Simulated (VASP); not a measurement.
Runs of VASP 6.6.1 on Ni. The structure is that of space group P6_3/mmc (No. 194), or close to it. The cells are those of the table. This isn't the form of Ni at room conditions, which is fcc.

```tsv
task	level	potentials or basis	spin	cell	cutoff (eV)	gap on the mesh (eV)	pressure (GPa)	moment (μB)	relaxed volume (Å³/atom)
relaxation of cell and atoms	PBE	VASP PAW PBE potentials, release 64 (Ni)	collinear, ferromagnetic start	relaxed from a = 2.448, b = 2.448, c = 4.073 Å, angles 90.0, 90.0, 120.0°, 2 atoms	600	none	0.1	1.30	10.93
single point	PBE	VASP PAW PBE potentials, release 64 (Ni_sv_GW)	off	a = 2.448, b = 2.448, c = 4.073 Å, angles 90.0, 90.0, 120.0°, 2 atoms	690	none	4.8	-	-
relaxation of cell and atoms	RPBE	VASP PAW PBE potentials, release 64 (Ni)	collinear, ferromagnetic start	relaxed from a = 2.448, b = 2.448, c = 4.073 Å, angles 90.0, 90.0, 120.0°, 2 atoms	600	none	0.1	1.33	11.26
single point	LDA	VASP PAW LDA potentials, release 64 (Ni)	collinear, ferromagnetic start	a = 2.464, b = 2.464, c = 4.100 Å, angles 90.0, 90.0, 120.0°, 2 atoms	520	none	(b)	(a)	-
single point	RPBE	VASP PAW PBE potentials, release 64 (Ni)	collinear, ferromagnetic start	a = 2.513, b = 2.513, c = 4.116 Å, angles 90.0, 90.0, 120.0°, 2 atoms	520	none	0.1	1.33	-
```

Alike in all rows: k mesh 12 × 12 × 7; smearing fermi-dirac 0.05 eV.

Task: Estimate the missing entries.

Result: (a) 1.19; (b) -14.6.

Caveats: the PAW data sets were made with another functional, which shifts forces and pressure a little (at least some runs); the cell stands under pressure (at least some runs); the cell stands under tension (at least some runs).

A gap of «none» marks levels without a gap at the run's occupations.

The runs don't all hold the same shells in valence.
